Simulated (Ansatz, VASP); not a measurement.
ZnSiP2: VASP beside Ansatz

```
Zn Si P
1.0
    -2.67602    2.67602    5.22327
     2.67602   -2.67602    5.22327
     2.67602    2.67602   -5.22327
Zn Si P
2 2 4
Direct
  0.00000 0.00000 0.00000
  0.75000 0.25000 0.50000
  0.50000 0.50000 0.00000
  0.25000 0.75000 0.50000
  0.37500 0.38956 0.51456
  0.87500 0.86044 0.48544
  0.61044 0.12500 0.98544
  0.13956 0.62500 0.01456
```

Alike in both runs: functional PBEsol; k mesh 8 × 8 × 8; occupations gaussian, width 0.02 eV; no spin polarisation.

Ansatz relaxed the structure, and its values are those at the end. VASP's run is a single point on that final structure, the one shown.

|  | VASP | Ansatz |
| --- | --- | --- |
| version | VASP 6.6.1 | Ansatz 0.2.0 |
| potentials or method | VASP PAW PBE potentials, release 64 (Zn, Si, P), cutoff 520 eV | scalar-relativistic, plane waves, PAW |
| valence electrons in the cell | 52 | 52 |

Ansatz gave:

| Property | Result |
| --- | --- |
| gap on the k mesh at the Fermi level (eV) | 1.16 |
| least direct gap on the mesh (eV) | 1.16 |
| pressure (GPa) | 0.0 |
| rms of the force components (eV/Å) | 0.001 |

Task: Estimate VASP's values.

Result: gap on the k mesh at the Fermi level (eV): 1.16; least direct gap on the mesh (eV): 1.16; pressure (GPa): 0.2; rms of the force components (eV/Å): 0.006.

VASP's potentials were made for PBE, not for PBEsol.
